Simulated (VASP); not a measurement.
# Os (P6_3/mmc) in VASP: relaxation of cell and atoms with RPBE

Aim: the relaxation of cell and atoms of Os with RPBE.

Program: VASP 6.6.1. These are calculated values, not measurements. Logs are shortened: lines on timing, memory, paths and dates and some standing lists are left out, and cuts for length are marked.

### Step 1. The cell of the first run

It takes space group P6_3/mmc (No. 194, hexagonal). The conventional cell has a = 2.705 Å, b = 2.705 Å, c = 8.834 Å, α = 90.00°, β = 90.00°, γ = 120.00°. Within 3.6 Å of Os (site symmetry -3m) lie 12 Os at 2.70 Å. Within 3.6 Å of Os (site symmetry -6m2) lie 12 Os at 2.70 Å.

### Step 2. Relaxation of cell and atoms, RPBE

Input file INCAR:

```
SYSTEM = Os
ALGO = Normal
EDIFF = 1E-6
EDIFFG = -0.01
ENCUT = 600
GGA = RP
IBRION = 2
ISIF = 3
ISMEAR = -1
LASPH = .TRUE.
LCHARG = .FALSE.
LREAL = .FALSE.
LWAVE = .FALSE.
NELM = 60
NSW = 80
PREC = Accurate
SIGMA = 0.1
```

Input file KPOINTS:

```
k-points
0
G
  13 13 4
  0 0 0
```

Input file POSCAR:

```
Os
1.0
    2.7047363762      0.0000000000      0.0000000000
   -1.3523681881      2.3423704123      0.0000000000
    0.0000000000      0.0000000000      8.8336690046
Os
4
Direct
    0.0000000000      0.0000000000      0.0000000000
    0.0000000000      0.0000000000      0.5000000000
    0.3333333333      0.6666666667      0.2500000000
    0.6666666667      0.3333333333      0.7500000000
```

Potentials or basis: VASP PAW PBE potentials, release 64 (Os).

On the command line:

```sh
> cat potpaw_PBE.64/Os/POTCAR > POTCAR
> mpirun -np 1 vasp_std > vasp.out
```

OUTCAR:

```text
SYSTEM = Os
   EDIFF = 1E-6
   EDIFFG = -0.01
   ENCUT = 600
   GGA = RP
   IBRION = 2
   ISIF = 3
   ISMEAR = -1
   LASPH = .TRUE.
   LREAL = .FALSE.
   NELM = 60
   NSW = 80
   PREC = Accurate

 ion  position               nearest neighbor table
   1  0.000  0.000  0.000-   3 2.70   4 2.70   3 2.70   4 2.70   4 2.70   3 2.70
   2  0.000  0.000  0.500-   3 2.70   4 2.70   3 2.70   4 2.70   4 2.70   3 2.70
   3  0.333  0.667  0.250-   1 2.70   2 2.70   1 2.70   2 2.70   1 2.70   2 2.70
   4  0.667  0.333  0.750-   1 2.70   2 2.70   1 2.70   2 2.70   1 2.70   2 2.70

  LATTYP: Found a hexagonal cell.
 ALAT       =     2.7047363762
 C/A-ratio  =     3.2660000000

  Lattice vectors:

 A1 = (   2.7047363762,   0.0000000000,   0.0000000000)
 A2 = (  -1.3523681881,   2.3423704123,   0.0000000000)
 A3 = (   0.0000000000,   0.0000000000,   8.8336690046)

Analysis of symmetry for initial positions (statically):
=====================================================================
 Subroutine PRICEL returns:
 Original cell was already a primitive cell.

 Routine SETGRP: Setting up the symmetry group for a
 hexagonal supercell.

 Subroutine GETGRP returns: Found 24 space group operations
 (whereof 12 operations were pure point group operations)
 out of a pool of 24 trial point group operations.

The static configuration has the point symmetry D_3d.
 The point group associated with its full space group is D_6h.

Analysis of symmetry for dynamics (positions and initial velocities):
=====================================================================
 Subroutine PRICEL returns:
 Original cell was already a primitive cell.

 Routine SETGRP: Setting up the symmetry group for a
 hexagonal supercell.

 Subroutine GETGRP returns: Found 24 space group operations
 (whereof 12 operations were pure point group operations)
 out of a pool of 24 trial point group operations.

The dynamic configuration has the point symmetry D_3d.
 The point group associated with its full space group is D_6h.

 Subroutine INISYM returns: Found 24 space group operations
 (whereof 12 operations are pure point group operations),
 and found     1 'primitive' translations

----------------------------------------------------------------------------------------

                                     Primitive cell

  volume of cell :      55.9657

  direct lattice vectors                    reciprocal lattice vectors
     2.704736376  0.000000000  0.000000000     0.369721799  0.213458980  0.000000000
    -1.352368188  2.342370412  0.000000000     0.000000000  0.426917961  0.000000000
     0.000000000  0.000000000  8.833669005     0.000000000  0.000000000  0.113203245

  length of vectors
     2.704736376  2.704736376  8.833669005     0.426917961  0.426917961  0.113203245

  position of ions in fractional coordinates (direct lattice)
     0.000000000  0.000000000  0.000000000
     0.000000000  0.000000000  0.500000000
     0.333333333  0.666666667  0.250000000
     0.666666667  0.333333333  0.750000000

  ion indices of the primitive-cell ions
   primitive index   ion index
                 1           1
                 2           2
                 3           3
                 4           4

----------------------------------------------------------------------------------------

 KPOINTS: k-points

Automatic generation of k-mesh.
 Grid dimensions read from file:
 generate k-points for:   13   13    4

 Generating k-lattice:

  Cartesian coordinates                     Fractional coordinates (reciprocal lattice)
     0.028440138  0.016419922  0.000000000     0.076923077  0.000000000  0.000000000
     0.000000000  0.032839843  0.000000000     0.000000000  0.076923077  0.000000000
     0.000000000  0.000000000  0.028300811     0.000000000  0.000000000  0.250000000

  Length of vectors
     0.032839843  0.032839843  0.028300811

  Shift w.r.t. Gamma in fractional coordinates (k-lattice)
     0.000000000  0.000000000  0.000000000

 Subroutine IBZKPT returns following result:
 ===========================================

 Found     63 irreducible k-points:

 Following reciprocal coordinates:
            Coordinates               Weight
  0.000000  0.000000  0.000000      1.000000
  0.076923 -0.000000  0.000000      6.000000
  0.153846  0.000000  0.000000      6.000000
  0.230769  0.000000  0.000000      6.000000
  0.307692  0.000000  0.000000      6.000000
  0.384615 -0.000000  0.000000      6.000000
[... 16 lines left out ...]
  0.076923 -0.000000  0.250000     12.000000
  0.153846  0.000000  0.250000     12.000000
 [... further k-points ...]
   k-points           NKPTS =     63   k-points in BZ     NKDIM =     63   number of bands    NBANDS=     20
   number of dos      NEDOS =    301   number of ions     NIONS =      4
   total plane-waves  NPLWV =  41472
   dimension x,y,z NGX =    24 NGY =   24 NGZ =   72
   dimension x,y,z NGXF=    48 NGYF=   48 NGZF=  144
   ions per type =               4
   NGX,Y,Z   is equivalent  to a cutoff of  14.75, 14.75, 13.55 a.u.
   NGXF,Y,Z  is equivalent  to a cutoff of  29.50, 29.50, 27.10 a.u.
 SYSTEM =  Os
   PREC   = accura    normal or accurate (medium, high low for compatibility)
   ISTART =      0    job   : 0-new  1-cont  2-samecut
   ICHARG =      2    charge: 1-file 2-atom 10-const
   ISPIN  =      1    spin polarized calculation?
   LNONCOLLINEAR =      F non collinear calculations
   LSORBIT =      F    spin-orbit coupling
   LASPH  =      T    aspherical Exc in radial PAW
   ENCUT  =  600.0 eV  44.10 Ry    6.64 a.u.   5.40  5.40 17.64*2*pi/ulx,y,z
   NELM   =     60;   NELMIN=  2; NELMDL= -5     # of ELM steps
   EDIFF  = 0.1E-05   stopping-criterion for ELM
   LREAL  =      F    real-space projection
   EDIFFG = -.1E-01   stopping-criterion for IOM
   NSW    =     80    number of steps for IOM
   IBRION =      2    ionic relax: 0-MD 1-quasi-New 2-CG
   NFREE  =      1    steps in history (QN), initial steepest desc. (CG)
   ISIF   =      3    stress and relaxation
   ISYM   =      2    0-nonsym 1-usesym 2-fastsym
   POTIM  = 0.5000    time-step for ionic-motion
   TEBEG  =    0.0;   TEEND  =   0.0 temperature during run
   PSTRESS=    0.0 pullay stress
   NELECT =      32.0000    total number of electrons
   NUPDOWN=      -1.0000    fix difference up-down
   EMIN   =  10.00;   EMAX   =-10.00  energy-range for DOS
   EFERMI =   0.00;   METHOD = LEGACY
   ISMEAR =    -1;   SIGMA  =   0.10  broadening in eV -4-tet -1-fermi 0-gaus
   EFERMI_NEDOS =   21; number of points for ismear=-14 and -15
   IALGO  =     38    algorithm
   IMIX   =      4    mixing-type and parameters
     AMIX     =   0.40;   BMIX     =  1.00
     AMIX_MAG =   1.60;   BMIX_MAG =  1.00
  volume/ion in A,a.u.               =      13.99        94.42
  Fermi-wavevector in a.u.,A,eV,Ry     =   1.358786  2.567733 25.120415  1.846298
  Thomas-Fermi vector in A             =   2.485589
   LORBIT       =      0    0 simple, 1 ext, 2 COOP (PROOUT), +10 PAW based schemes
   GGA     = RP    functional components
   LHFCALC =     F    Hartree Fock is set to
   AEXX    =    0.0000 exact exchange contribution
   IVDW    =     0    specifies the selected vdW correction
   LEPSILON=     F    determine dielectric tensor
   LRPA    =     F    only Hartree local field effects (RPA)
 conjugate gradient relaxation of ions
 non-spin polarized calculation
  energy-cutoff  :      600.00
  volume of cell :       55.97
 maximum number of plane-waves:      1908
 NGX is ok and might be reduce to    24
   NGX = 11   NGY = 11   NGZ = 35

--------------------------------------- Ionic step        1  -------------------------------------------

 number of electron      32.0000001 magnetization

 Free energy of the ion-electron system (eV)
  ---------------------------------------------------
  ext. energy  EPLUGINS =         0.00000000
  ---------------------------------------------------
  free energy    TOTEN  =       -41.94879765 eV

  energy without entropy =      -41.82308182  energy(sigma->0) =      -41.88593973

------------------------ aborting loop because EDIFF is reached ----------------------------------------

  FORCE on cell =-STRESS in cart. coord.  units (eV):
  Direction    XX          YY          ZZ          XY          YZ          ZX
  --------------------------------------------------------------------------------------
  -------------------------------------------------------------------------------------
  Total        6.1486351      6.1486351      2.6291182      0.0000000      0.0000000      0.0000000
  in kB      176.0222893    176.0222893     75.2660380      0.0000000      0.0000000      0.0000000
  external PRESSURE =     142.4368722 kB  Pullay stress =       0.0000000 kB

 VOLUME and BASIS-vectors are now :
 -----------------------------------------------------------------------------
  energy-cutoff  :      600.00
  volume of cell :       55.97
      direct lattice vectors                 reciprocal lattice vectors
     2.704736376  0.000000000  0.000000000     0.369721799  0.213458980  0.000000000
    -1.352368188  2.342370412  0.000000000     0.000000000  0.426917961  0.000000000
     0.000000000  0.000000000  8.833669005     0.000000000  0.000000000  0.113203245
[... 153 lines left out ...]
 POSITION                                       TOTAL-FORCE (eV/Angst)
 -----------------------------------------------------------------------------------
      0.00000      0.00000      0.00000        -0.000000      0.000000      0.000000
     -1.37924      2.38891      4.38350        -0.000000     -0.000000      0.000000
     -0.00000      1.59261      2.19175         0.000000     -0.000000     -0.000000
      1.37924      0.79630      6.57526         0.000000      0.000000      0.000000
 -----------------------------------------------------------------------------------
    total drift:                               -0.000000      0.000000      0.000000

  FREE ENERGIE OF THE ION-ELECTRON SYSTEM (eV)
  ---------------------------------------------------
  free  energy   TOTEN  =       -42.0444778020 eV

  energy  without entropy=      -41.9138404985  energy(sigma->0) =      -41.97915915

--------------------------------------- Ionic step        6  -------------------------------------------

 number of electron      32.0000001 magnetization

 Free energy of the ion-electron system (eV)
  ---------------------------------------------------
  ext. energy  EPLUGINS =         0.00000000
  ---------------------------------------------------
  free energy    TOTEN  =       -42.05127742 eV

  energy without entropy =      -41.91991155  energy(sigma->0) =      -41.98559448

 E-fermi :   9.0142     XC(G=0): -13.8288

 val. band max:        9.0078692107   @ k =   0.1538   0.0000   0.2500
 cond. band min:       9.0308220489   @ k =   0.0769   0.0769   0.2500
 fundamental gap:      0.0229528382
 Fermi energy:         9.0142272075

 k-point     1 :       0.0000    0.0000    0.0000
  band No.  band energies     occupation
      1      -1.5909      2.00000
      2       0.7150      2.00000
      3       0.7215      2.00000
      4       1.5553      2.00000
      5       5.5010      2.00000
      6       5.5329      2.00000
[... 12 lines left out ...]
     19       9.0317      0.91278
     20       9.0317      0.91278
[... 507 lines left out ...]
 k-point    24 :       0.1538    0.0000    0.2500
  band No.  band energies     occupation
      1      -0.5308      2.00000
      2       0.6709      2.00000
      3       2.1426      2.00000
      4       2.3624      2.00000
      5       4.7420      2.00000
      6       4.9689      2.00000
[... 12 lines left out ...]
     19       9.0079      1.03178
     20       9.2636      0.15261

 [... further k-points ...]

------------------------ aborting loop because EDIFF is reached ----------------------------------------

  FORCE on cell =-STRESS in cart. coord.  units (eV):
  Direction    XX          YY          ZZ          XY          YZ          ZX
  --------------------------------------------------------------------------------------
  -------------------------------------------------------------------------------------
  Total       -0.0020480     -0.0020480     -0.0038038     -0.0000000      0.0000000      0.0000000
  in kB       -0.0566647     -0.0566647     -0.1052453     -0.0000000      0.0000000      0.0000000
  external PRESSURE =      -0.0728582 kB  Pullay stress =       0.0000000 kB

 VOLUME and BASIS-vectors are now :
 -----------------------------------------------------------------------------
  energy-cutoff  :      600.00
  volume of cell :       57.91
      direct lattice vectors                 reciprocal lattice vectors
     2.751511171 -0.000000000 -0.000000000     0.363436649  0.209830247 -0.000000000
    -1.375755586  2.382878573  0.000000000     0.000000000  0.419660494 -0.000000000
    -0.000000000  0.000000000  8.831757555    -0.000000000 -0.000000000  0.113227746

 POSITION                                       TOTAL-FORCE (eV/Angst)
 -----------------------------------------------------------------------------------
      0.00000      0.00000      0.00000        -0.000000      0.000000     -0.000000
      0.00000      0.00000      4.41588        -0.000000     -0.000000     -0.000000
     -0.00000      1.58859      2.20794         0.000000     -0.000000     -0.000000
      1.37576      0.79429      6.62382        -0.000000      0.000000      0.000000
 -----------------------------------------------------------------------------------
    total drift:                               -0.000000      0.000000      0.000000

  FREE ENERGIE OF THE ION-ELECTRON SYSTEM (eV)
  ---------------------------------------------------
  free  energy   TOTEN  =       -42.0512774221 eV

  energy  without entropy=      -41.9199115476  energy(sigma->0) =      -41.98559448

 reached required accuracy - stopping structural energy minimisation
```

Run time: 4.5 min. Hardware: 1 thread of Intel Xeon Platinum 8259CL at 2.50GHz (Skylake/Cascade Lake), shared host; peak memory 0.24 GiB.

What came out:

```yaml
Free_energy: -42.0513 eV
Relaxed_volume: 14.48 Å³/atom
Relaxed_cell: a = 2.752 Å, b = 2.752 Å, c = 8.832 Å, α = 90.00°, β = 90.00°, γ = 120.00°
Space_group_after_relaxing_to_0.1_Å: P6_3/mmc (No. 194)
Energy_gained_by_relaxing: 25.6 meV/atom
Ionic_steps: 6
Pressure_after_relaxing: 0.0 GPa
```

The path:
```
step  energy change (eV)  largest force (eV/Å)  pressure (GPa)  volume (Å³)
   1              0.0000                0.0000           14.24        55.97
   2              1.1018                0.0000          -37.59        66.62
   3             -0.0965                0.0000           -1.72        58.16
   4             -0.0970                0.0000           -0.83        58.02
   5             -0.0957                0.0000            1.02        57.77
   6             -0.1025                0.0000           -0.01        57.91
```

Final structure:
```
Os
1.0
     2.75151    0.00000    0.00000
    -1.37576    2.38288    0.00000
     0.00000    0.00000    8.83176
Os
4
Direct
  0.00000 0.00000 0.00000
  0.00000 0.00000 0.50000
  0.33333 0.66667 0.25000
  0.66667 0.33333 0.75000
```

Levels at points of the mesh, in eV from the Fermi level:
| k point | band 14 | band 15 | band 16 | band 17 | band 18 | band 19 |
| --- | --- | --- | --- | --- | --- | --- |
| (0.00, 0.00, 0.00) | -2.36 | -2.36 | -0.81 | -0.81 | -0.13 | 0.02 |
| (0.00, 0.00, 0.50) | -2.70 | -1.94 | -1.94 | -0.32 | -0.32 | -0.32 |

Caveat: the highest band is partly filled, so the run has too few bands; the PAW data sets were made with another functional, which shifts forces and pressure a little; spin-orbit coupling is left out, which moves the levels of the heavy elements.
